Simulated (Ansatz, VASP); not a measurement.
## Two plane-wave programs on TaMo3

```xyz
4
Lattice="4.5183 0.0000 0.0000 0.0000 4.5183 0.0000 0.0000 0.0000 3.1961" Properties=species:S:1:pos:R:3 pbc="T T T"
Ta    2.2591    2.2591    0.0000
Mo    0.0000    0.0000    0.0000
Mo    2.2591    0.0000    1.5981
Mo    0.0000    2.2591    1.5981
```

Alike in both runs: task single point; functional LDA; k mesh 10 × 10 × 14; occupations gaussian, width 0.1 eV; no spin polarisation.

|  | VASP | Ansatz |
| --- | --- | --- |
| version | VASP 6.6.1 | Ansatz 0.2.0 |
| potentials or method | VASP PAW LDA potentials, release 64 (Ta_pv, Mo_sv), cutoff 520 eV | scalar-relativistic, plane waves, PAW |
| valence electrons in the cell | 53 | 55 |

Ansatz gave:

- gap on the k mesh at the Fermi level (eV): none
- pressure (GPa): -12.4

Question: What did VASP give for the same quantities?

Answer: gap on the k mesh at the Fermi level (eV): none; pressure (GPa): -11.4.

LDA's correlation is that of Perdew and Zunger in VASP and of Perdew and Wang (1992) in Ansatz. A gap of «none» marks a metal or a gap that the smearing closes. VASP's potentials hold 53 valence electrons a cell and Ansatz's 55, so a difference there can come from the potentials and not from the codes.

Neither program's run includes spin-orbit coupling.
